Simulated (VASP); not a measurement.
# Te2Mo (P6_3/mmc) in VASP: single point with LDA

Aim: the single point of Te2Mo with LDA.

Program: VASP 6.6.1. These are calculated values, not measurements. Logs are shortened: lines on timing, memory, paths and dates and some standing lists are left out, and cuts for length are marked.

## Step 1: The cell of the first run

It takes space group P6_3/mmc (No. 194, hexagonal). The conventional cell has a = 3.518 Å, b = 3.518 Å, c = 13.974 Å, α = 90.00°, β = 90.00°, γ = 120.00°. Within 3.7 Å of Te (site symmetry 3m) lie 3 Mo at 2.72 Å and 7 Te at 3.52 to 3.61 Å. Mo (site symmetry -6m2) has 6 Te at 2.72 Å and 6 Mo at 3.52 Å within 3.6 Å.

## Step 2: Single point, LDA

Contents of INCAR:

```
ALGO = Normal
EDIFF = 1E-6
ENCUT = 520
GGA = CA
ISIF = 2
ISMEAR = 0
LASPH = T
LCHARG = F
LREAL = F
LWAVE = F
NBANDS = 35
NELM = 80
PREC = Accurate
SIGMA = 0.01
```

Contents of KPOINTS:

```
k-points
0
Gamma
  12 12 3
```

Contents of POSCAR:

```
Te2Mo
1.0
    3.5182000000      0.0000000000      0.0000000000
   -1.7591000000      3.0468505756      0.0000000000
    0.0000000000      0.0000000000     13.9736000000
Te Mo
4 2
Direct
    0.3333333333      0.6666666667      0.6210000000
    0.6666666667      0.3333333333      0.1210000000
    0.3333333333      0.6666666667      0.8790000000
    0.6666666667      0.3333333333      0.3790000000
    0.3333333333      0.6666666667      0.2500000000
    0.6666666667      0.3333333333      0.7500000000
```

Potentials or basis: VASP PAW LDA potentials, release 64 (Te, Mo_sv).

Launch:

```console
$ cat potpaw_LDA.64/Te/POTCAR potpaw_LDA.64/Mo_sv/POTCAR > POTCAR
$ mpirun -np 1 vasp_std > vasp.out
```

OUTCAR:

```text
EDIFF = 1E-6
   ENCUT = 520
   GGA = CA
   ISIF = 2
   ISMEAR = 0
   LASPH = T
   LREAL = F
   NELM = 80
   PREC = Accurate

 ion  position               nearest neighbor table
   1  0.333  0.667  0.621-   6 2.72   6 2.72   6 2.72   3 3.61
   2  0.667  0.333  0.121-   5 2.72   5 2.72   5 2.72   4 3.61
   3  0.333  0.667  0.879-   6 2.72   6 2.72   6 2.72   1 3.61
   4  0.667  0.333  0.379-   5 2.72   5 2.72   5 2.72   2 3.61
   5  0.333  0.667  0.250-   2 2.72   4 2.72   2 2.72   4 2.72   2 2.72   4 2.72
   6  0.667  0.333  0.750-   1 2.72   3 2.72   1 2.72   3 2.72   1 2.72   3 2.72

  LATTYP: Found a hexagonal cell.
 ALAT       =     3.5182000000
 C/A-ratio  =     3.9718037633

  Lattice vectors:

 A1 = (   3.5182000000,   0.0000000000,   0.0000000000)
 A2 = (  -1.7591000000,   3.0468505756,   0.0000000000)
 A3 = (   0.0000000000,   0.0000000000,  13.9736000000)

Analysis of symmetry for initial positions (statically):
=====================================================================
 Subroutine PRICEL returns:
 Original cell was already a primitive cell.

 Routine SETGRP: Setting up the symmetry group for a
 hexagonal supercell.

 Subroutine GETGRP returns: Found 24 space group operations
 (whereof 12 operations were pure point group operations)
 out of a pool of 24 trial point group operations.

The static configuration has the point symmetry D_3d.
 The point group associated with its full space group is D_6h.

Analysis of symmetry for dynamics (positions and initial velocities):
=====================================================================
 Subroutine PRICEL returns:
 Original cell was already a primitive cell.

 Routine SETGRP: Setting up the symmetry group for a
 hexagonal supercell.

 Subroutine GETGRP returns: Found 24 space group operations
 (whereof 12 operations were pure point group operations)
 out of a pool of 24 trial point group operations.

The dynamic configuration has the point symmetry D_3d.
 The point group associated with its full space group is D_6h.

 Subroutine INISYM returns: Found 24 space group operations
 (whereof 12 operations are pure point group operations),
 and found     1 'primitive' translations

----------------------------------------------------------------------------------------

                                     Primitive cell

  volume of cell :     149.7890

  direct lattice vectors                    reciprocal lattice vectors
     3.518200000  0.000000000  0.000000000     0.284236257  0.164103880  0.000000000
    -1.759100000  3.046850576  0.000000000     0.000000000  0.328207759  0.000000000
     0.000000000  0.000000000 13.973600000     0.000000000  0.000000000  0.071563520

  length of vectors
     3.518200000  3.518200000 13.973600000     0.328207759  0.328207759  0.071563520

  position of ions in fractional coordinates (direct lattice)
     0.333333333  0.666666667  0.621000000
     0.666666667  0.333333333  0.121000000
     0.333333333  0.666666667  0.879000000
     0.666666667  0.333333333  0.379000000
     0.333333333  0.666666667  0.250000000
     0.666666667  0.333333333  0.750000000

  ion indices of the primitive-cell ions
   primitive index   ion index
                 1           1
                 2           2
                 3           3
                 4           4
                 5           5
                 6           6

----------------------------------------------------------------------------------------

 KPOINTS: k-points

Automatic generation of k-mesh.
 Grid dimensions read from file:
 generate k-points for:   12   12    3

 Generating k-lattice:

  Cartesian coordinates                     Fractional coordinates (reciprocal lattice)
     0.023686355  0.013675323  0.000000000     0.083333333  0.000000000  0.000000000
     0.000000000  0.027350647  0.000000000     0.000000000  0.083333333  0.000000000
     0.000000000  0.000000000  0.023854507     0.000000000  0.000000000  0.333333333

  Length of vectors
     0.027350647  0.027350647  0.023854507

  Shift w.r.t. Gamma in fractional coordinates (k-lattice)
     0.000000000  0.000000000  0.000000000

 Subroutine IBZKPT returns following result:
 ===========================================

 Found     38 irreducible k-points:

 Following reciprocal coordinates:
            Coordinates               Weight
  0.000000  0.000000  0.000000      1.000000
  0.083333  0.000000  0.000000      6.000000
  0.166667  0.000000  0.000000      6.000000
  0.250000  0.000000  0.000000      6.000000
  0.333333  0.000000  0.000000      6.000000
  0.416667  0.000000  0.000000      6.000000
[... 16 lines left out ...]
  0.250000  0.000000  0.333333     12.000000
  0.333333  0.000000  0.333333     12.000000
 [... further k-points ...]
   k-points           NKPTS =     38   k-points in BZ     NKDIM =     38   number of bands    NBANDS=     35
   number of dos      NEDOS =    301   number of ions     NIONS =      6
   total plane-waves  NPLWV =  84672
   dimension x,y,z NGX =    28 NGY =   28 NGZ =  108
   dimension x,y,z NGXF=    56 NGYF=   56 NGZF=  216
   ions per type =               4   2
   NGX,Y,Z   is equivalent  to a cutoff of  13.23, 13.23, 12.85 a.u.
   NGXF,Y,Z  is equivalent  to a cutoff of  26.46, 26.46, 25.70 a.u.
 SYSTEM =  unknown system
   PREC   = accura    normal or accurate (medium, high low for compatibility)
   ISTART =      0    job   : 0-new  1-cont  2-samecut
   ICHARG =      2    charge: 1-file 2-atom 10-const
   ISPIN  =      1    spin polarized calculation?
   LNONCOLLINEAR =      F non collinear calculations
   LSORBIT =      F    spin-orbit coupling
   LASPH  =      T    aspherical Exc in radial PAW
   ENCUT  =  520.0 eV  38.22 Ry    6.18 a.u.   6.54  6.54 25.98*2*pi/ulx,y,z
   NELM   =     80;   NELMIN=  2; NELMDL= -5     # of ELM steps
   EDIFF  = 0.1E-05   stopping-criterion for ELM
   LREAL  =      F    real-space projection
   EDIFFG = 0.1E-04   stopping-criterion for IOM
   NSW    =      0    number of steps for IOM
   IBRION =     -1    ionic relax: 0-MD 1-quasi-New 2-CG
   NFREE  =      0    steps in history (QN), initial steepest desc. (CG)
   ISIF   =      2    stress and relaxation
   ISYM   =      2    0-nonsym 1-usesym 2-fastsym
   POTIM  = 0.5000    time-step for ionic-motion
   TEBEG  =    0.0;   TEEND  =   0.0 temperature during run
   PSTRESS=    0.0 pullay stress
   NELECT =      52.0000    total number of electrons
   NUPDOWN=      -1.0000    fix difference up-down
   EMIN   =  10.00;   EMAX   =-10.00  energy-range for DOS
   EFERMI =   0.00;   METHOD = LEGACY
   ISMEAR =     0;   SIGMA  =   0.01  broadening in eV -4-tet -1-fermi 0-gaus
   EFERMI_NEDOS =   21; number of points for ismear=-14 and -15
   IALGO  =     38    algorithm
   IMIX   =      4    mixing-type and parameters
     AMIX     =   0.40;   BMIX     =  1.00
     AMIX_MAG =   1.60;   BMIX_MAG =  1.00
  volume/ion in A,a.u.               =      24.96       168.47
  Fermi-wavevector in a.u.,A,eV,Ry     =   1.150578  2.174277 18.011787  1.323829
  Thomas-Fermi vector in A             =   2.287241
   LORBIT       =      0    0 simple, 1 ext, 2 COOP (PROOUT), +10 PAW based schemes
   GGA     = CA    functional components
   LHFCALC =     F    Hartree Fock is set to
   AEXX    =    0.0000 exact exchange contribution
   IVDW    =     0    specifies the selected vdW correction
   LEPSILON=     F    determine dielectric tensor
   LRPA    =     F    only Hartree local field effects (RPA)
 non-spin polarized calculation
 Gauss-broadening in eV      SIGMA  =   0.01
  energy-cutoff  :      520.00
  volume of cell :      149.79
 maximum number of plane-waves:      4095
 NGX is ok and might be reduce to    28
   NGX = 13   NGY = 13   NGZ = 51

 number of electron      51.9999997 magnetization

 Free energy of the ion-electron system (eV)
  ---------------------------------------------------
  ext. energy  EPLUGINS =         0.00000000
  ---------------------------------------------------
  free energy    TOTEN  =       -41.22501277 eV

  energy without entropy =      -41.22501277  energy(sigma->0) =      -41.22501277

 E-fermi :   8.1038     XC(G=0): -10.6526

 val. band max:        8.0172505598   @ k =   0.0000   0.0000   0.0000
 cond. band min:       8.7413500817   @ k =   0.2500   0.1667   0.0000
 fundamental gap:      0.7240995219
 Fermi energy:         8.1038167564

 k-point     1 :       0.0000    0.0000    0.0000
  band No.  band energies     occupation
      1     -52.4619      2.00000
      2     -52.4619      2.00000
      3     -26.8205      2.00000
      4     -26.8205      2.00000
      5     -26.6834      2.00000
      6     -26.6834      2.00000
[... 27 lines left out ...]
     34      11.3763      0.00000
     35      13.6256      0.00000

 k-point     2 :       0.0833    0.0000    0.0000
  band No.  band energies     occupation
      1     -52.4612      2.00000
      2     -52.4612      2.00000
      3     -26.8185      2.00000
      4     -26.8185      2.00000
      5     -26.6924      2.00000
      6     -26.6924      2.00000
[... 27 lines left out ...]
     34      11.1864      0.00000
     35      14.0796      0.00000

 k-point     3 :       0.1667    0.0000    0.0000
  band No.  band energies     occupation
      1     -52.4594      2.00000
      2     -52.4594      2.00000
      3     -26.8130      2.00000
      4     -26.8130      2.00000
      5     -26.7170      2.00000
      6     -26.7170      2.00000
[... 27 lines left out ...]
     34      11.3874      0.00000
     35      14.3406      0.00000

 k-point     4 :       0.2500    0.0000    0.0000
  band No.  band energies     occupation
      1     -52.4568      2.00000
      2     -52.4568      2.00000
      3     -26.8055      2.00000
      4     -26.8055      2.00000
      5     -26.7503      2.00000
      6     -26.7503      2.00000
[... 27 lines left out ...]
     34      11.6135      0.00000
     35      14.1559      0.00000

 k-point     5 :       0.3333    0.0000    0.0000
  band No.  band energies     occupation
      1     -52.4543      2.00000
      2     -52.4543      2.00000
      3     -26.7980      2.00000
      4     -26.7980      2.00000
      5     -26.7834      2.00000
      6     -26.7834      2.00000
[... 638 lines left out ...]
 k-point    22 :       0.1667    0.0000    0.3333
  band No.  band energies     occupation
      1     -52.4594      2.00000
      2     -52.4594      2.00000
      3     -26.8130      2.00000
      4     -26.8130      2.00000
      5     -26.7170      2.00000
      6     -26.7170      2.00000
[... 27 lines left out ...]
     34      11.3296      0.00000
     35      14.5772      0.00000

 k-point    23 :       0.2500    0.0000    0.3333
  band No.  band energies     occupation
      1     -52.4568      2.00000
      2     -52.4568      2.00000
      3     -26.8055      2.00000
      4     -26.8055      2.00000
      5     -26.7503      2.00000
      6     -26.7503      2.00000
[... 27 lines left out ...]
     34      11.5150      0.00000
     35      14.0824      0.00000

 k-point    24 :       0.3333    0.0000    0.3333
  band No.  band energies     occupation
      1     -52.4543      2.00000
      2     -52.4543      2.00000
      3     -26.7980      2.00000
      4     -26.7980      2.00000
      5     -26.7834      2.00000
      6     -26.7834      2.00000
[... 27 lines left out ...]
     34      11.6301      0.00000
     35      13.0350      0.00000

 [... further k-points ...]

------------------------ aborting loop because EDIFF is reached ----------------------------------------

  FORCE on cell =-STRESS in cart. coord.  units (eV):
  Direction    XX          YY          ZZ          XY          YZ          ZX
  --------------------------------------------------------------------------------------
  -------------------------------------------------------------------------------------
  Total       -2.6859489     -2.6859489     -2.4923600      0.0000000     -0.0000000      0.0000000
  in kB      -28.7295179    -28.7295179    -26.6588469      0.0000000     -0.0000000      0.0000000
  external PRESSURE =     -28.0392942 kB  Pullay stress =       0.0000000 kB

 VOLUME and BASIS-vectors are now :
 -----------------------------------------------------------------------------
  energy-cutoff  :      520.00
  volume of cell :      149.79
      direct lattice vectors                 reciprocal lattice vectors
     3.518200000  0.000000000  0.000000000     0.284236257  0.164103880  0.000000000
    -1.759100000  3.046850576  0.000000000     0.000000000  0.328207759  0.000000000
     0.000000000  0.000000000 13.973600000     0.000000000  0.000000000  0.071563520

 POSITION                                       TOTAL-FORCE (eV/Angst)
 -----------------------------------------------------------------------------------
     -0.00000      2.03123      8.67761        -0.000000      0.000000      0.239159
      1.75910      1.01562      1.69081        -0.000000     -0.000000      0.239159
     -0.00000      2.03123     12.28279        -0.000000      0.000000     -0.239159
      1.75910      1.01562      5.29599        -0.000000     -0.000000     -0.239159
     -0.00000      2.03123      3.49340        -0.000000      0.000000     -0.000000
      1.75910      1.01562     10.48020         0.000000     -0.000000     -0.000000
 -----------------------------------------------------------------------------------
    total drift:                               -0.000000      0.000000     -0.000000

  FREE ENERGIE OF THE ION-ELECTRON SYSTEM (eV)
  ---------------------------------------------------
  free  energy   TOTEN  =       -41.2250127750 eV

  energy  without entropy=      -41.2250127750  energy(sigma->0) =      -41.22501277
```

It took 3.2 min on 1 thread of Intel Xeon Platinum 8259CL at 2.50GHz (Skylake/Cascade Lake), shared host; peak memory 0.32 GiB.

What came out:

```yaml
Free_energy: -41.2250 eV
Pressure: -2.8 GPa
Largest_force: 0.239 eV/Å
Band_gap_on_the_k_mesh: 0.72 eV (least direct gap 1.03 eV)
```

Forces in eV/Å, atoms in the order of the input:
```
Te   0.000  0.000  0.239
Te   0.000  0.000  0.239
Te   0.000  0.000 -0.239
Te   0.000  0.000 -0.239
Mo   0.000  0.000  0.000
Mo   0.000  0.000  0.000
```

Stress tensor (GPa, compression positive):
```
-2.87  0.00  0.00
 0.00 -2.87  0.00
 0.00  0.00 -2.67
```

Levels at points of the mesh, in eV from the valence-band top:
```csv
k point,band 22,band 23,band 24,band 25,band 26,band 27,band 28,band 29,band 30,band 31
"(0.00, 0.00, 0.00)",-1.07,-1.03,-1.03,-0.31,0.00,2.88,2.88,3.01,3.01,3.11
"(0.50, 0.00, 0.00)",-1.79,-1.01,-0.96,-0.61,-0.32,1.24,1.30,1.43,1.76,2.57
```

Caveat: semilocal functionals underestimate gaps, and a narrow one can read as zero; spin-orbit coupling is left out, which moves the levels of the heavy elements. A k mesh can miss the band edges.
